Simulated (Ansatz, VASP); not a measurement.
# CdSe in VASP and in Ansatz

```
CELL_PARAMETERS angstrom
4.38338 0.00000 0.00000
-2.19169 3.79612 0.00000
0.00000 0.00000 7.15355
ATOMIC_POSITIONS crystal
Cd 0.33333 0.66667 0.00458
Cd 0.66667 0.33333 0.50458
Se 0.33333 0.66667 0.38042
Se 0.66667 0.33333 0.88042
```

Alike in both runs: task single point; functional r2SCAN; k mesh 12 × 12 × 6; occupations gaussian, width 0.02 eV; no spin polarisation.

|  | VASP | Ansatz |
| --- | --- | --- |
| version | VASP 6.6.1 | Ansatz 0.2.0 |
| potentials or method | VASP PAW PBE potentials, release 64 (Cd, Se), cutoff 520 eV | scalar-relativistic, plane waves, PAW |
| valence electrons in the cell | 36 | 72 |

|  | VASP | Ansatz | Ansatz less VASP |
| --- | --- | --- | --- |
| gap on the k mesh at the Fermi level (eV) | 1.02 | 1.03 | +0.012 |
| least direct gap on the mesh (eV) | 1.02 | 1.03 | +0.012 |
| pressure (GPa) | -1.2 | -1.5 | -0.21 |

VASP's potentials were made for PBE, not for r2SCAN. With one functional, cell and mesh, what is left measures potentials, basis and numerics. VASP's potentials hold 36 valence electrons a cell and Ansatz's 72, so a difference there can come from the potentials and not from the codes.
